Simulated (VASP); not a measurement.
CuSbSe4, 6 atoms in the cell. It takes space group R-3m (No. 166, trigonal). Conventional cell: a = 5.406 Å, b = 5.406 Å, c = 18.324 Å, α = 90.00°, β = 90.00°, γ = 120.00°. Cu (site symmetry -3m) has 8 Se at 2.61 to 3.35 Å within 3.4 Å. Within 4.1 Å of Sb (site symmetry -3m) lie 12 Se at 3.15 to 3.62 Å. Within 3.0 Å of Se (site symmetry 3m) lie 1 Se at 2.28 Å and 1 Cu at 2.61 Å. Within 3.0 Å of Se (site symmetry 3m) lie 1 Se at 2.28 Å. The cell was generated, and may not be a known phase.

| Quantity | Value |
| --- | --- |
| Program | VASP 6.6.1 |
| Task | relaxation of cell and atoms |
| Functional | PBE |
| Potentials or basis | VASP PAW PBE potentials, release 64 (Cu, Sb, Se) |
| Cutoff | 600 eV |
| k mesh | 3 × 3 × 3 |
| Occupations | gaussian, width 0.15 eV |
| Spin | collinear spin |
| Starting moments | [1.0, 0.0, 0.0, 0.0, 0.0, 0.0] μB |
| Dipole correction | no |
| Further INCAR settings | ALGO = Normal; EDIFF = 1e-06; IBRION = 2; EDIFFG = -0.08; NSW = 36; ISIF = 3 |

Potentials or basis: VASP PAW PBE potentials, release 64 (Cu, Sb, Se).

Run with:

```bash
$ cat potpaw_PBE.64/Cu/POTCAR potpaw_PBE.64/Sb/POTCAR potpaw_PBE.64/Se/POTCAR > POTCAR
$ mpirun -np 1 vasp_std > vasp.out
```

Hardware: 1 thread of AMD EPYC 9R45 96-Core Processor (Zen 5), with other jobs on the host.

Question: Estimate the wall time of this run.

Answer: It took 33 min on 1 thread of AMD EPYC 9R45 96-Core Processor (Zen 5), on a shared host, peak memory 0.58 GiB. Counts: scf iterations 282, k points 6, ion steps 27.
